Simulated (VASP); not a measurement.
Write the native input for VASP 6.6.1 that does the following.

```yaml
Task: single point
Functional: r2SCAN
Potentials_or_basis: VASP PAW PBE potentials, release 64 (Bi_d, Te)
Cutoff: 520 eV
k_mesh: 7 × 7 × 7
Occupations: fermi-dirac, width 0.05 eV
Spin: no spin polarisation
Dipole_correction: no
Further_INCAR_settings: ALGO = Normal; EDIFF = 1e-07; NBANDS = 18
```

Crystal: BiTe.

```
CELL_PARAMETERS angstrom
0.00000 2.92814 2.92814
2.92814 0.00000 2.92814
2.92814 2.92814 0.00000
ATOMIC_POSITIONS crystal
Bi 0.00000 0.00000 0.00000
Te 0.50000 0.50000 0.50000
```

The input as run:

POSCAR

```
BiTe
1.0
    0.0000000000      2.9281427453      2.9281427453
    2.9281427453      0.0000000000      2.9281427453
    2.9281427453      2.9281427453      0.0000000000
Bi Te
1 1
Direct
    0.0000000000      0.0000000000      0.0000000000
    0.5000000000      0.5000000000      0.5000000000
```

INCAR.step1

```
PREC = Accurate
ENCUT = 520
ISMEAR = -1
SIGMA = 0.05
LREAL = F
LASPH = T
NELM = 60
NBANDS = 18
GGA = PE
ALGO = Normal
EDIFF = 1E-4
LWAVE = T
LCHARG = F
```

INCAR.step2

```
PREC = Accurate
ENCUT = 520
EDIFF = 1E-7
ISMEAR = -1
SIGMA = 0.05
LREAL = F
LASPH = T
NELM = 60
ALGO = Normal
ISIF = 2
LWAVE = F
LCHARG = F
METAGGA = R2SCAN
LMIXTAU = T
NBANDS = 18
ISTART = 1
```

KPOINTS

```
regular mesh
0
Gamma
  7 7 7
```

Potentials or basis: VASP PAW PBE potentials, release 64 (Bi_d, Te).

Command:

```console
$ cat potpaw_PBE.64/Bi_d/POTCAR potpaw_PBE.64/Te/POTCAR > POTCAR
$ cp INCAR.step1 INCAR
$ mpirun -np 1 vasp_std > vasp.out
$ cp INCAR.step2 INCAR
$ mpirun -np 1 vasp_std > vasp.out
```

It gave:

```json
{
 "Pressure": "30.0 GPa"
}
```

Caveat: the PAW data sets were made with another functional, which shifts forces and pressure a little.

It took 44 s on 1 thread of Intel(R) Xeon(R) Platinum 8488C (Sapphire Rapids), with other jobs on the host, peak memory 0.19 GiB.
